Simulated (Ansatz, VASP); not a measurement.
**Ga3As3CO in VASP and in Ansatz**

INCAR

```
SYSTEM = Ga3As3CO
PREC = Accurate ; ENCUT = 520
EDIFF = 1E-7 ; ISMEAR = 0
SIGMA = 0.05 ; LREAL = .FALSE.
LASPH = .TRUE. ; NELM = 60
ALGO = Normal ; ISIF = 2
LWAVE = .FALSE. ; LCHARG = .FALSE.
LDIPOL = .TRUE. ; IDIPOL = 3
DIPOL = 0.5 0.5 0.323 ; GGA = PE
IVDW = 12 ; NBANDS = 42
```

File KPOINTS:

```
Automatic mesh
0
G
  7 5 1
  0 0 0
```

The input POSCAR:

```
Ga3As3CO
1.0
    4.0137031111      0.0000000000      0.0000000000
    0.0000000000      5.6762333751      0.0000000000
    0.0000000000      0.0000000000     23.3352699083
Ga As O C
3 3 1 1
Direct
    0.5000000000      0.5000000000      0.1714143447
    0.0000000000      0.0653835255      0.2680035048
    0.5000000000      0.4894639609      0.3228546357
    0.0000000000      0.2500000000      0.1714143447
    0.5000000000      0.8102208698      0.2504948966
    0.0000000000      0.2887573198      0.3593388866
    0.0000000000      0.4554239865      0.4964703624
    0.0000000000      0.4554239865      0.5457519865
```

Input for Ansatz:

```yaml
crystal:
  lattice:
    - [4.0137031111, 0.0, 0.0]
    - [0.0, 5.6762333751, 0.0]
    - [0.0, 0.0, 23.3352699083]
  atoms:
    - { symbol: Ga, position: [0.5, 0.5, 0.1714143447] }
    - { symbol: As, position: [0.0, 0.25, 0.1714143447] }
    - { symbol: Ga, position: [0.0, 0.0653835255, 0.2680035048] }
    - { symbol: As, position: [0.5, 0.8102208698, 0.2504948966] }
    - { symbol: Ga, position: [0.5, 0.4894639609, 0.3228546357] }
    - { symbol: As, position: [0.0, 0.2887573198, 0.3593388866] }
    - { symbol: O, position: [0.0, 0.4554239865, 0.4964703624] }
    - { symbol: C, position: [0.0, 0.4554239865, 0.5457519865] }
basis:
  ecutwfc: 420
kpoints:
  mp_grid: { grid: [7, 5, 1] }
hamiltonian:
  xc: pbe
  pseudopotentials: { kind: paw, azcp: { folder: soft_1 } }
  dispersion: d3bj
scf:
  occupations: { method: gaussian, width: 0.05 }
output:
  forces: true
  eigenvalues: true
efield:
  axis: 3
  dipole_correction: true
  ramp_width: 0.04
```

Alike in both runs: task single point; functional PBE; dispersion D3(BJ); k mesh 7 × 5 × 1; occupations gaussian, width 0.05 eV; no spin polarisation.

|  | VASP | Ansatz |
| --- | --- | --- |
| version | VASP 6.6.1 | Ansatz 0.2.0 |
| potentials or method | VASP PAW PBE potentials, release 64 (Ga_d, As, O, C), cutoff 520 eV | scalar-relativistic, plane waves, PAW |
| valence electrons in the cell | 64 | 94 |

```tsv
	VASP	Ansatz	Ansatz less VASP
gap on the k mesh at the Fermi level (eV)	0.40	0.41	+0.008
least direct gap on the mesh (eV)	0.75	0.75	+0.003
rms of the force components (eV/Å)	0.385	0.553	+0.1675
```

One of these differences is far larger than is usual between the two programs; its cause wasn't traced. VASP's potentials hold 64 valence electrons a cell and Ansatz's 94, so a difference there can come from the potentials and not from the codes.

Noted on VASP's run: the standard files for N, O and F lose accuracy on very short bonds.
